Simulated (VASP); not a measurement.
Wanted: the native input for a VASP 6.6.1 run.

```yaml
Task: single point
Functional: PBE
Potentials_or_basis: VASP PAW PBE potentials, release 64 (Ga_d)
Cutoff: 500 eV
k_mesh: 14 × 14 × 16
Occupations: fermi-dirac, width 0.05 eV
Spin: no spin polarisation
Dipole_correction: no
Further_INCAR_settings: ALGO = Normal; EDIFF = 1e-06; NBANDS = 12; ISYM = 0
```

The structure of Ga lies in POSCAR:

```
Ga
1.0
   -1.4315364027      1.4315364027      2.2727169812
    1.4315364027     -1.4315364027      2.2727169812
    1.4315364027      1.4315364027     -2.2727169812
Ga
1
Direct
    0.0000000000      0.0000000000      0.0000000000
```

These files were run (other wordings do the same):

INCAR

```
SYSTEM = Ga
ALGO = Normal ; EDIFF = 1E-6
ENCUT = 500 ; GGA = PE
GGA_COMPAT = .False. ; ISIF = 2
ISMEAR = -1 ; ISYM = 0
LASPH = .True. ; LCHARG = .False.
LREAL = .False. ; LWAVE = .False.
NBANDS = 12 ; NELM = 120
PREC = Accurate ; SIGMA = 0.05
```

KPOINTS

```
k-points
0
Gamma
  14 14 16
  0 0 0
```

Potentials or basis: VASP PAW PBE potentials, release 64 (Ga_d).

Command:

```bash
$ cat potpaw_PBE.64/Ga_d/POTCAR > POTCAR
$ mpirun -np 1 vasp_std > vasp.out
```

It gave:

- Pressure: 0.8 GPa
- Band gap on the k mesh: zero (an odd number of electrons rules out a gap without spin polarisation)

Wall time 5.7 min on 1 thread of Oxide Virtual Turin-like Processor, with other jobs on the host, peak memory 0.37 GiB.
